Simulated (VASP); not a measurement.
Input of a VASP 6.6.1 run:

The input INCAR:

```
SYSTEM = KScSe2
PREC = Accurate
ENCUT = 520
EDIFF = 1E-6
ISMEAR = 0
SIGMA = 0.01
LREAL = .FALSE.
LASPH = .TRUE.
NELM = 80
ALGO = Normal
ISIF = 2
LWAVE = .FALSE.
LCHARG = .FALSE.
GGA = PE
NBANDS = 42
```

File KPOINTS:

```
regular mesh
0
G
  6 6 2
  0 0 0
```

POSCAR

```
KScSe2
1.0
    4.1996464522      0.0000000000      0.0000000000
    0.0000000000      4.1996464522      0.0000000000
    0.0000000000      0.0000000000     12.3132095529
K Se Sc
2 4 2
Direct
    0.5000000000      0.0000000000      0.8865522386
    0.0000000000      0.5000000000      0.1134477614
    0.5000000000      0.0000000000      0.1768814500
    0.0000000000      0.5000000000      0.3986537621
    0.5000000000      0.0000000000      0.6013462379
    0.0000000000      0.5000000000      0.8231185500
    0.5000000000      0.0000000000      0.3757825648
    0.0000000000      0.5000000000      0.6242174352
```

Potentials or basis: VASP PAW PBE potentials, release 64 (K_sv, Se, Sc_sv).

Run with:

```bash
$ cat potpaw_PBE.64/K_sv/POTCAR potpaw_PBE.64/Se/POTCAR potpaw_PBE.64/Sc_sv/POTCAR > POTCAR
$ mpirun -np 1 vasp_std > vasp.out
```

Q: Predict the pressure.

A: 0.1 GPa.

Q: Predict the band gap on the k mesh.

A: 0.40 eV.

Forces on the atoms (eV/Å):
```
K    0.000  0.000  0.009
K    0.000  0.000 -0.009
Se   0.000  0.000 -0.025
Se   0.000  0.000 -0.010
Se   0.000  0.000  0.010
Se   0.000  0.000  0.025
Sc   0.000  0.000  0.019
Sc   0.000  0.000 -0.019
```

Caveat: semilocal functionals underestimate gaps, and a narrow one can read as zero. A k mesh can miss the band edges.
